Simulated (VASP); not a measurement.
Ir, 2 atoms in the cell. It takes space group Pmma (No. 51, orthorhombic). Conventional cell: a = 12.238 Å, b = 2.233 Å, c = 7.193 Å, α = 90.00°, β = 90.00°, γ = 90.00°. Within 3.0 Å of Ir (site symmetry mm2) lie 2 Ir at 2.23 Å. 

- Program: VASP 6.6.1
- Task: single point
- Functional: PBEsol
- Potentials or basis: VASP PAW PBE potentials, release 64 (Ir)
- Cutoff: 520 eV
- k mesh: 2 × 10 × 3
- Occupations: fermi-dirac, width 0.1 eV
- Spin: no spin polarisation
- Dipole correction: no
- Further INCAR settings: ALGO = Normal; EDIFF = 1e-06; NBANDS = 16

Potentials or basis: VASP PAW PBE potentials, release 64 (Ir).

Command:

```sh
$ cat potpaw_PBE.64/Ir/POTCAR > POTCAR
$ mpirun -np 1 vasp_std > vasp.out
```

Hardware: 1 thread of Intel(R) Xeon(R) 6975P-C (Granite Rapids), on a shared host.

Question: How long does it take, and how much memory?

Answer: Run time: 26 s on 1 thread of Intel(R) Xeon(R) 6975P-C (Granite Rapids), on a shared host, peak memory 0.31 GiB. Counts: scf iterations 14, k points 24.
